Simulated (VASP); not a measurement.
# Zn (Im-3m) in VASP: notebook, part 2 of 2

VASP 6.6.1.

## (4) Single point, PBE (volume scaled by 1.04)

Contents of INCAR:

```
SYSTEM = Zn
PREC     = Accurate       ! precision mode
ENCUT    = 520            ! plane-wave cutoff, eV
EDIFF    = 1E-6           ! SCF threshold, eV
ISMEAR   = -1             ! smearing method
SIGMA    = 0.1            ! smearing width, eV
LREAL    = .FALSE.        ! projectors in reciprocal space
LASPH    = .TRUE.         ! aspherical terms in the spheres
NELM     = 100            ! most SCF steps
ALGO     = Normal         ! electronic algorithm
ISIF     = 2              ! what is computed and relaxed
LWAVE    = .FALSE.        ! write WAVECAR
LCHARG   = .FALSE.        ! write CHGCAR
GGA      = PE             ! functional
NBANDS   = 12             ! bands
```

Contents of KPOINTS:

```
Automatic mesh
0
G
  16 16 16
  0 0 0
```

Contents of POSCAR:

```
Zn
1.0
   -1.5862883804      1.5862883804      1.5862883804
    1.5862883804     -1.5862883804      1.5862883804
    1.5862883804      1.5862883804     -1.5862883804
Zn
1
Direct
    0.0000000000      0.0000000000      0.0000000000
```

On the command line:

```console
$ cat potpaw_PBE.64/Zn/POTCAR > POTCAR
$ mpirun -np 1 vasp_std > vasp.out
```

Run time: 9.6 s. Hardware: 1 thread of Intel Xeon 6975P-C, shared host; peak memory 0.14 GiB.

Results (log left out):

- Free energy: -1.0287 eV
- Pressure: -1.8 GPa
- Band gap on the k mesh: zero (band 6 reaches 6.98 eV, above the bottom of band 7 at 1.80 eV)

Levels at points of the mesh, in eV from the Fermi level:
| k point | band 2 | band 3 | band 4 | band 5 | band 6 | band 7 | band 8 | band 9 | band 10 | band 11 |
| --- | --- | --- | --- | --- | --- | --- | --- | --- | --- | --- |
| (0.00, 0.00, 0.00) | -7.67 | -7.67 | -7.67 | -7.20 | -7.20 | 18.42 | 18.42 | 18.42 | 20.42 | 20.42 |
| (0.50, 0.00, 0.00) | -7.95 | -7.23 | -7.18 | -6.89 | -2.52 | -1.06 | 11.00 | 12.43 | 14.98 | 16.28 |
| (0.50, 0.50, 0.50) | -8.18 | -6.97 | -6.97 | -6.97 | 4.12 | 4.12 | 4.12 | 7.06 | 8.41 | 8.41 |

## (5) Single point, PBE (volume scaled by 1.08)

Contents of INCAR:

```
PREC = Accurate
ENCUT = 520
EDIFF = 1E-7
ISMEAR = -1
SIGMA = 0.1
LREAL = F
LASPH = T
NELM = 60
ALGO = Normal
ISIF = 2
LWAVE = F
LCHARG = T
GGA = PE
LELF = T
LVHAR = T
NBANDS = 12
```

Contents of KPOINTS:

```
regular mesh
0
Gamma
  16 16 16
```

Contents of POSCAR:

```
Zn
1.0
   -1.6063701120      1.6063701120      1.6063701120
    1.6063701120     -1.6063701120      1.6063701120
    1.6063701120      1.6063701120     -1.6063701120
Zn
1
Direct
    0.0000000000      0.0000000000      0.0000000000
```

On the command line:

```console
$ cat potpaw_PBE.64/Zn/POTCAR > POTCAR
$ mpirun -np 1 vasp_std > vasp.out
```

Run time: 12 s. Hardware: 1 thread of Intel Xeon 6975P-C, shared host; peak memory 0.16 GiB.

Results (log left out):

```
Free energy            : -1.0180 eV
Pressure               : -3.7 GPa
Band gap on the k mesh : zero (band 6 reaches 6.67 eV, above the bottom of band 7 at 1.49 eV)
```

Levels at points of the mesh, in eV from the Fermi level:
```
           k point  band 2  band 3  band 4  band 5  band 6  band 7  band 8  band 9  band 10  band 11
(0.00, 0.00, 0.00)   -7.55   -7.55   -7.55   -7.11   -7.11   17.85   17.85   17.85    20.12    20.12
(0.50, 0.00, 0.00)   -7.81   -7.14   -7.09   -6.82   -2.34   -1.10   10.72   12.20    14.71    15.86
(0.50, 0.50, 0.50)   -8.01   -6.89   -6.89   -6.89    4.08    4.08    4.08    6.66     8.30     8.30
```

## (6) Single point, PBE (volume scaled by 1.12)

Contents of INCAR:

```
SYSTEM = Zn
  PREC = Accurate
  ENCUT = 520
  EDIFF = 1E-6
  ISMEAR = -1
  SIGMA = 0.1
  LREAL = .False.
  LASPH = .True.
  NELM = 80
  ALGO = Normal
  ISIF = 2
  LWAVE = .False.
  LCHARG = .False.
  GGA = PE
  NBANDS = 12
```

Contents of KPOINTS:

```
Automatic mesh
0
Gamma
  16 16 16
  0 0 0
```

Contents of POSCAR:

```
Zn
1.0
   -1.6259619223      1.6259619223      1.6259619223
    1.6259619223     -1.6259619223      1.6259619223
    1.6259619223      1.6259619223     -1.6259619223
Zn
1
Direct
    0.0000000000      0.0000000000      0.0000000000
```

Potentials or basis: VASP PAW PBE potentials, release 64 (Zn).

On the command line:

```console
$ cat potpaw_PBE.64/Zn/POTCAR > POTCAR
$ mpirun -np 1 vasp_std > vasp.out
```

OUTCAR:

```text
SYSTEM = Zn
   PREC = Accurate
   ENCUT = 520
   EDIFF = 1E-6
   ISMEAR = -1
   LREAL = .False.
   LASPH = .True.
   NELM = 80
   ISIF = 2
   GGA = PE

 ion  position               nearest neighbor table
   1  0.000  0.000  0.000-

  LATTYP: Found a body centered cubic cell.
 ALAT       =     3.2519238446

  Lattice vectors:

 A1 = (  -1.6259619223,   1.6259619223,   1.6259619223)
 A2 = (   1.6259619223,  -1.6259619223,   1.6259619223)
[... 539 lines left out ...]
     12      24.9202      0.00000

 [... further k-points ...]

------------------------ aborting loop because EDIFF is reached ----------------------------------------

  FORCE on cell =-STRESS in cart. coord.  units (eV):
  Direction    XX          YY          ZZ          XY          YZ          ZX
  --------------------------------------------------------------------------------------
  -------------------------------------------------------------------------------------
  Total       -0.5461012     -0.5461012     -0.5461012      0.0000000      0.0000000      0.0000000
  in kB      -50.8853339    -50.8853339    -50.8853339      0.0000000      0.0000000      0.0000000
  external PRESSURE =     -50.8853339 kB  Pullay stress =       0.0000000 kB

 VOLUME and BASIS-vectors are now :
 -----------------------------------------------------------------------------
  energy-cutoff  :      520.00
  volume of cell :       17.19
      direct lattice vectors                 reciprocal lattice vectors
    -1.625961922  1.625961922  1.625961922     0.000000000  0.307510276  0.307510276
     1.625961922 -1.625961922  1.625961922     0.307510276  0.000000000  0.307510276
     1.625961922  1.625961922 -1.625961922     0.307510276  0.307510276  0.000000000

 POSITION                                       TOTAL-FORCE (eV/Angst)
 -----------------------------------------------------------------------------------
      0.00000      0.00000      0.00000        -0.000000      0.000000      0.000000
 -----------------------------------------------------------------------------------
    total drift:                                0.000000      0.000000      0.000000

  FREE ENERGIE OF THE ION-ELECTRON SYSTEM (eV)
  ---------------------------------------------------
  free  energy   TOTEN  =        -1.0011571247 eV

  energy  without entropy=       -0.9920155370  energy(sigma->0) =       -0.99658633
```

It took 9.7 s on 1 thread of Intel Xeon 6975P-C, shared host; peak memory 0.16 GiB.

Results:

* Free energy: -1.0012 eV
* Pressure: -5.1 GPa
* Band gap on the k mesh: zero (band 6 reaches 6.37 eV, above the bottom of band 7 at 1.19 eV)

Levels at points of the mesh, in eV from the Fermi level:
```csv
k point,band 2,band 3,band 4,band 5,band 6,band 7,band 8,band 9,band 10,band 11
"(0.00, 0.00, 0.00)",-7.44,-7.44,-7.44,-7.03,-7.03,17.32,17.32,17.32,19.84,19.84
"(0.50, 0.00, 0.00)",-7.68,-7.05,-7.01,-6.76,-2.18,-1.13,10.47,11.98,14.44,15.47
"(0.50, 0.50, 0.50)",-7.87,-6.82,-6.82,-6.82,4.05,4.05,4.05,6.29,8.20,8.20
```

## (7) Summary

```tsv
cell	gap on the mesh (eV)	pressure (GPa)
a = 2.675 Å, angles 109.5°, 1 atom	none	3.6
a = 2.712 Å, angles 109.5°, 1 atom	none	0.6
a = 2.748 Å, angles 109.5°, 1 atom	none	-1.8
a = 2.782 Å, angles 109.5°, 1 atom	none	-3.7
a = 2.816 Å, angles 109.5°, 1 atom	none	-5.1
```

Alike in all rows: task single point; level PBE; potentials or basis VASP PAW PBE potentials, release 64 (Zn); no spin polarisation; k mesh 16 × 16 × 16; cutoff (eV) 520; smearing fermi-dirac 0.1 eV.

Total energies depend on the potentials used, so only differences within one code and one set of settings carry meaning.
